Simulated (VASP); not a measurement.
LiF (lda), 2 atoms in the cell. It takes space group Fm-3m (No. 225, cubic). Conventional cell: a = 3.909 Å, b = 3.909 Å, c = 3.909 Å, α = 90.00°, β = 90.00°, γ = 90.00°. Li (site symmetry m-3m) has 6 F at 1.95 Å within 2.6 Å. Within 2.6 Å of F (site symmetry m-3m) lie 6 Li at 1.95 Å. 

| Item | Value |
| --- | --- |
| Program | VASP 6.6.1 |
| Task | single point |
| Functional | LDA |
| Potentials or basis | VASP PAW LDA potentials, release 64 (Li_sv, F) |
| Cutoff | 520 eV |
| k mesh | 10 × 10 × 10 |
| Occupations | gaussian, width 0.02 eV |
| Spin | no spin polarisation |
| Dipole correction | no |
| Further INCAR settings | ALGO = Normal; EDIFF = 1e-06; NBANDS = 12 |

Potentials or basis: VASP PAW LDA potentials, release 64 (Li_sv, F).

Run with:

```bash
$ cat potpaw_LDA.64/Li_sv/POTCAR potpaw_LDA.64/F/POTCAR > POTCAR
$ mpirun -np 1 vasp_std > vasp.out
```

Hardware: 1 thread of Intel(R) Xeon(R) Platinum 8488C (Sapphire Rapids) (shared host).

**Question.** How long does it take, and how much memory?

**Answer.** Wall time 5.4 s on 1 thread of Intel(R) Xeon(R) Platinum 8488C (Sapphire Rapids) (shared host), peak memory 0.11 GiB. Counts: scf iterations 11, k points 47.
